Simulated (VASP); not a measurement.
# Ir (Fm-3m) in VASP: single point with PBE

Aim: the single point of Ir with PBE.

Program: VASP 6.6.1. These are calculated values, not measurements. Logs are shortened: lines on timing, memory, paths and dates and some standing lists are left out, and cuts for length are marked.

## (1) The cell of the first run

It takes space group Fm-3m (No. 225, cubic). Conventional cell: a = 3.872 Å, b = 3.872 Å, c = 3.872 Å, α = 90.00°, β = 90.00°, γ = 90.00°. Within 3.6 Å of Ir (site symmetry m-3m) lie 12 Ir at 2.74 Å.

## (2) Single point, PBE

INCAR reads:

```
PREC = Accurate
ENCUT = 520
EDIFF = 1E-6
ISMEAR = -1
SIGMA = 0.1
LREAL = F
LASPH = T
NELM = 60
ALGO = Normal
ISIF = 2
LWAVE = F
LCHARG = F
GGA = PE
NBANDS = 20
```

KPOINTS reads:

```
regular mesh
0
Gamma
  15 15 6
```

POSCAR reads:

```
Ir
1.0
    0.0000000000      1.9360783291     -1.9360783291
   -1.9360783291      0.0000000000      1.9360783291
    3.8721566581      3.8721566581      3.8721566581
Ir
3
Direct
    0.0000000000      0.0000000000      0.0000000000
    0.3333333330      0.6666666670      0.3333333330
    0.6666666670      0.3333333330      0.6666666670
```

Potentials or basis: VASP PAW PBE potentials, release 64 (Ir).

On the command line:

```bash
cat potpaw_PBE.64/Ir/POTCAR > POTCAR
mpirun -np 1 vasp_std > vasp.out
```

OUTCAR:

```text
PREC = Accurate
   ENCUT = 520
   EDIFF = 1E-6
   ISMEAR = -1
   LREAL = F
   LASPH = T
   NELM = 60
   ISIF = 2
   GGA = PE

 ion  position               nearest neighbor table
   1  0.000  0.000  0.000-   2 2.74   3 2.74   3 2.74   2 2.74   3 2.74   2 2.74
   2  0.333  0.667  0.333-   1 2.74   1 2.74   1 2.74   3 2.74   3 2.74   3 2.74
   3  0.667  0.333  0.667-   1 2.74   1 2.74   1 2.74   2 2.74   2 2.74   2 2.74

  LATTYP: Found a hexagonal cell.
 ALAT       =     2.7380282308
 C/A-ratio  =     2.4494897427

  Lattice vectors:

 A1 = (   0.0000000000,   1.9360783291,  -1.9360783291)
 A2 = (  -1.9360783291,   0.0000000000,   1.9360783291)
 A3 = (   3.8721566581,   3.8721566581,   3.8721566581)

Analysis of symmetry for initial positions (statically):
=====================================================================
 Subroutine PRICEL returns following result:

  LATTYP: Found a face centered cubic cell.
 ALAT       =     3.8721566543

  Lattice vectors:

 A1 = (   1.9360783271,   1.9360783271,  -0.0000000000)
 A2 = (  -0.0000000020,   1.9360783271,   1.9360783291)
 A3 = (   1.9360783329,   0.0000000038,   1.9360783291)

   3 primitive cells build up your supercell.

 Routine SETGRP: Setting up the symmetry group for a
 hexagonal supercell.

 Subroutine GETGRP returns: Found 12 space group operations
 (whereof 12 operations were pure point group operations)
 out of a pool of 24 trial point group operations.

The static configuration has the point symmetry D_3d.

Analysis of symmetry for dynamics (positions and initial velocities):
=====================================================================
 Subroutine PRICEL returns following result:

  LATTYP: Found a face centered cubic cell.
 ALAT       =     3.8721566543

  Lattice vectors:

 A1 = (   1.9360783271,   1.9360783271,  -0.0000000000)
 A2 = (  -0.0000000020,   1.9360783271,   1.9360783291)
 A3 = (   1.9360783329,   0.0000000038,   1.9360783291)

   3 primitive cells build up your supercell.

 Routine SETGRP: Setting up the symmetry group for a
 hexagonal supercell.

 Subroutine GETGRP returns: Found 12 space group operations
 (whereof 12 operations were pure point group operations)
 out of a pool of 24 trial point group operations.

The dynamic configuration has the point symmetry D_3d.

 Subroutine INISYM returns: Found 12 space group operations
 (whereof 12 operations are pure point group operations),
 and found     3 'primitive' translations

----------------------------------------------------------------------------------------

                                     Primitive cell

  volume of cell :      14.5144

  direct lattice vectors                    reciprocal lattice vectors
     1.936078327  1.936078327 -0.000000000     0.258254014  0.258254015 -0.258254015
    -0.000000002  1.936078327  1.936078329    -0.258254014  0.258254014  0.258254014
     1.936078333  0.000000004  1.936078329     0.258254014 -0.258254014  0.258254014

  length of vectors
     2.738028228  2.738028229  2.738028234     0.447309074  0.447309074  0.447309074

  position of ions in fractional coordinates (direct lattice)
     0.000000000  0.000000000  0.000000000

  ion indices of the primitive-cell ions
   primitive index   ion index
                 1           1

----------------------------------------------------------------------------------------

 KPOINTS: regular mesh

Automatic generation of k-mesh.
 Grid dimensions read from file:
 generate k-points for:   15   15    6

 Generating k-lattice:

  Cartesian coordinates                     Fractional coordinates (reciprocal lattice)
    -0.011477956  0.022955912 -0.011477956     0.066666667  0.000000000  0.000000000
    -0.022955912  0.011477956  0.011477956     0.000000000  0.066666667  0.000000000
     0.014347445  0.014347445  0.014347445     0.000000000  0.000000000  0.166666667

  Length of vectors
     0.028115136  0.028115136  0.024850504

  Shift w.r.t. Gamma in fractional coordinates (k-lattice)
     0.000000000  0.000000000  0.000000000

 Subroutine IBZKPT returns following result:
 ===========================================

 Found    146 irreducible k-points:

 Following reciprocal coordinates:
            Coordinates               Weight
  0.000000  0.000000  0.000000      1.000000
  0.066667  0.000000  0.000000      6.000000
  0.133333  0.000000  0.000000      6.000000
  0.200000  0.000000  0.000000      6.000000
  0.266667  0.000000  0.000000      6.000000
  0.333333  0.000000  0.000000      6.000000
[... 16 lines left out ...]
  0.333333  0.200000  0.000000     12.000000
  0.400000  0.200000 -0.000000      6.000000
 [... further k-points ...]
   k-points           NKPTS =    146   k-points in BZ     NKDIM =    146   number of bands    NBANDS=     20
   number of dos      NEDOS =    301   number of ions     NIONS =      3
   total plane-waves  NPLWV =  20000
   dimension x,y,z NGX =    20 NGY =   20 NGZ =   50
   dimension x,y,z NGXF=    40 NGYF=   40 NGZF=  100
   ions per type =               3
   NGX,Y,Z   is equivalent  to a cutoff of  12.14, 12.14, 12.39 a.u.
   NGXF,Y,Z  is equivalent  to a cutoff of  24.29, 24.29, 24.79 a.u.
 SYSTEM =  unknown system
   PREC   = accura    normal or accurate (medium, high low for compatibility)
   ISTART =      0    job   : 0-new  1-cont  2-samecut
   ICHARG =      2    charge: 1-file 2-atom 10-const
   ISPIN  =      1    spin polarized calculation?
   LNONCOLLINEAR =      F non collinear calculations
   LSORBIT =      F    spin-orbit coupling
   LASPH  =      T    aspherical Exc in radial PAW
   ENCUT  =  520.0 eV  38.22 Ry    6.18 a.u.   5.09  5.09 12.47*2*pi/ulx,y,z
   NELM   =     60;   NELMIN=  2; NELMDL= -5     # of ELM steps
   EDIFF  = 0.1E-05   stopping-criterion for ELM
   LREAL  =      F    real-space projection
   EDIFFG = 0.1E-04   stopping-criterion for IOM
   NSW    =      0    number of steps for IOM
   IBRION =     -1    ionic relax: 0-MD 1-quasi-New 2-CG
   NFREE  =      0    steps in history (QN), initial steepest desc. (CG)
   ISIF   =      2    stress and relaxation
   ISYM   =      2    0-nonsym 1-usesym 2-fastsym
   POTIM  = 0.5000    time-step for ionic-motion
   TEBEG  =    0.0;   TEEND  =   0.0 temperature during run
   PSTRESS=    0.0 pullay stress
   NELECT =      27.0000    total number of electrons
   NUPDOWN=      -1.0000    fix difference up-down
   EMIN   =  10.00;   EMAX   =-10.00  energy-range for DOS
   EFERMI =   0.00;   METHOD = LEGACY
   ISMEAR =    -1;   SIGMA  =   0.10  broadening in eV -4-tet -1-fermi 0-gaus
   EFERMI_NEDOS =   21; number of points for ismear=-14 and -15
   IALGO  =     38    algorithm
   IMIX   =      4    mixing-type and parameters
     AMIX     =   0.40;   BMIX     =  1.00
     AMIX_MAG =   1.60;   BMIX_MAG =  1.00
  volume/ion in A,a.u.               =      14.51        97.95
  Fermi-wavevector in a.u.,A,eV,Ry     =   1.396013  2.638082 26.515739  1.948852
  Thomas-Fermi vector in A             =   2.519409
   LORBIT       =      0    0 simple, 1 ext, 2 COOP (PROOUT), +10 PAW based schemes
   GGA     = PE    functional components
   LHFCALC =     F    Hartree Fock is set to
   AEXX    =    0.0000 exact exchange contribution
   IVDW    =     0    specifies the selected vdW correction
   LEPSILON=     F    determine dielectric tensor
   LRPA    =     F    only Hartree local field effects (RPA)
 non-spin polarized calculation
  energy-cutoff  :      520.00
  volume of cell :       43.54
 maximum number of plane-waves:      1189
   NGX = 11   NGY = 11   NGZ = 25

 number of electron      27.0000000 magnetization

 Free energy of the ion-electron system (eV)
  ---------------------------------------------------
  ext. energy  EPLUGINS =         0.00000000
  ---------------------------------------------------
  free energy    TOTEN  =       -26.60474103 eV

  energy without entropy =      -26.51484607  energy(sigma->0) =      -26.55979355

 E-fermi :   9.9570     XC(G=0): -13.8360

 val. band max:        9.9494407643   @ k =  -0.0667   0.3333   0.1667
 cond. band min:       9.9612349756   @ k =   0.1333   0.1333   0.1667
 fundamental gap:      0.0117942113
 Fermi energy:         9.9569904870

 k-point     1 :       0.0000    0.0000    0.0000
  band No.  band energies     occupation
      1      -0.8783      2.00000
      2       1.9750      2.00000
      3       1.9750      2.00000
      4       6.2296      2.00000
      5       6.2296      2.00000
      6       6.2315      2.00000
[... 12 lines left out ...]
     19      21.0449      0.00000
     20      21.0449      0.00000

 k-point     2 :       0.0667    0.0000    0.0000
  band No.  band energies     occupation
      1      -0.7072      2.00000
      2       2.1383      2.00000
      3       2.1470      2.00000
      4       6.1287      2.00000
      5       6.2698      2.00000
      6       6.2712      2.00000
[... 12 lines left out ...]
     19      21.1184      0.00000
     20      21.1291      0.00000

 k-point     3 :       0.1333    0.0000    0.0000
  band No.  band energies     occupation
      1      -0.2131      2.00000
      2       2.5612      2.00000
      3       2.6454      2.00000
      4       5.5483      2.00000
      5       5.7804      2.00000
      6       5.8682      2.00000
[... 12 lines left out ...]
     19      21.2577      0.00000
     20      21.3399      0.00000

 k-point     4 :       0.2000    0.0000    0.0000
  band No.  band energies     occupation
      1       0.5382      2.00000
      2       3.0028      2.00000
      3       3.3651      2.00000
      4       4.7259      2.00000
      5       5.3028      2.00000
      6       5.5580      2.00000
[... 429 lines left out ...]
 k-point    23 :       0.3333    0.2000    0.0000
  band No.  band energies     occupation
      1       3.1057      2.00000
      2       3.7688      2.00000
      3       3.8002      2.00000
      4       3.8362      2.00000
      5       4.7606      2.00000
      6       5.2877      2.00000
[... 12 lines left out ...]
     19      16.5172      0.00000
     20      17.5721      0.00000

 k-point    24 :       0.4000    0.2000   -0.0000
  band No.  band energies     occupation
      1       3.0140      2.00000
      2       3.7622      2.00000
      3       3.8257      2.00000
      4       3.8257      2.00000
      5       4.9571      2.00000
      6       4.9571      2.00000
[... 12 lines left out ...]
     19      17.1222      0.00000
     20      18.2389      0.00000

 [... further k-points ...]

------------------------ aborting loop because EDIFF is reached ----------------------------------------

  FORCE on cell =-STRESS in cart. coord.  units (eV):
  Direction    XX          YY          ZZ          XY          YZ          ZX
  --------------------------------------------------------------------------------------
  -------------------------------------------------------------------------------------
  Total        0.0680525      0.0680525      0.0680525      0.0274522      0.0274522      0.0274522
  in kB        2.5040010      2.5040010      2.5040010      1.0101068      1.0101068      1.0101068
  external PRESSURE =       2.5040010 kB  Pullay stress =       0.0000000 kB

 VOLUME and BASIS-vectors are now :
 -----------------------------------------------------------------------------
  energy-cutoff  :      520.00
  volume of cell :       43.54
      direct lattice vectors                 reciprocal lattice vectors
     0.000000000  1.936078329 -1.936078329    -0.172169343  0.344338685 -0.172169343
    -1.936078329  0.000000000  1.936078329    -0.344338685  0.172169343  0.172169343
     3.872156658  3.872156658  3.872156658     0.086084671  0.086084671  0.086084671

 POSITION                                       TOTAL-FORCE (eV/Angst)
 -----------------------------------------------------------------------------------
      0.00000      0.00000      0.00000        -0.000000     -0.000000     -0.000000
     -0.00000      1.93608      1.93608         0.000000      0.000000      0.000000
      1.93608      3.87216      1.93608         0.000000      0.000000      0.000000
 -----------------------------------------------------------------------------------
    total drift:                               -0.000000     -0.000000      0.000000

  FREE ENERGIE OF THE ION-ELECTRON SYSTEM (eV)
  ---------------------------------------------------
  free  energy   TOTEN  =       -26.6047410321 eV

  energy  without entropy=      -26.5148460694  energy(sigma->0) =      -26.55979355
```

Wall time 2.4 min (1 thread of Intel Xeon 8259CL, shared host); peak memory 0.23 GiB.

Results:

```yaml
Free_energy: -26.6047 eV
Pressure: 0.3 GPa
Band_gap_on_the_k_mesh: zero (an odd number of electrons rules out a gap without spin polarisation)
```

Levels at points of the mesh, in eV from the Fermi level:
```tsv
k point	band 10	band 11	band 12	band 13	band 14	band 15	band 16	band 17
(0.00, 0.00, 0.00)	-3.52	-3.37	-3.37	-1.15	-1.15	-0.21	-0.21	-0.21
(0.00, 0.00, 0.50)	-3.35	-3.35	-1.29	-1.29	-1.29	-1.29	-0.68	0.86
```

Caveat: spin-orbit coupling is left out, which moves the levels of the heavy elements.
